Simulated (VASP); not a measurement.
Here is a VASP 6.6.1 calculation.

Contents of POSCAR:

```
Sb
1.0
    3.2219765189      0.0000000000      0.0000000000
    0.0000000000      3.2219765189      0.0000000000
    0.0000000000      0.0000000000      3.2219765189
Sb
1
Direct
    0.0000000000      0.0000000000      0.0000000000
```

The input INCAR.step1:

```
SYSTEM = Sb
ALGO = Normal
EDIFF = 1E-5
ENCUT = 440
GGA = PE
GGA_COMPAT = .False.
ISIF = 2
ISMEAR = -1
LASPH = .True.
LCHARG = .False.
LREAL = .False.
LWAVE = .True.
NBANDS = 14
NELM = 120
PREC = Accurate
SIGMA = 0.05
```

The input INCAR.step2:

```
SYSTEM = Sb
AEXX = 0.25
ALGO = Normal
EDIFF = 1E-6
ENCUT = 440
GGA_COMPAT = .False.
ISIF = 2
ISMEAR = -1
ISTART = 1
LASPH = .True.
LCHARG = .False.
LHFCALC = .True.
LMIXTAU = .True.
LREAL = .False.
LWAVE = .False.
METAGGA = R2SCAN
NBANDS = 14
NELM = 120
PREC = Accurate
PRECFOCK = Normal
SIGMA = 0.05
```

The input KPOINTS:

```
k-points
0
Gamma
  4 4 4
  0 0 0
```

Potentials or basis: VASP PAW PBE potentials, release 64 (Sb_d_GW).

Run with:

```sh
$ cat potpaw_PBE.64/Sb_d_GW/POTCAR > POTCAR
$ cp INCAR.step1 INCAR
$ mpirun -np 1 vasp_std > vasp.out
$ cp INCAR.step2 INCAR
$ mpirun -np 1 vasp_std > vasp.out
```

Problem. Predict the pressure.

Solution. -8.1 GPa.

Problem. Estimate the band gap on the k mesh.

Solution. Zero (an odd number of electrons rules out a gap without spin polarisation).

Caveat: the k points lie up to 0.49 Å⁻¹ apart, too coarse for converged energies and pressures of a metal; the PAW data sets were made with another functional, which shifts forces and pressure a little; spin-orbit coupling is left out, which moves the levels of the heavy elements; an odd number of electrons without spin polarisation forces a metal; a magnetic or distorted state may lie lower.
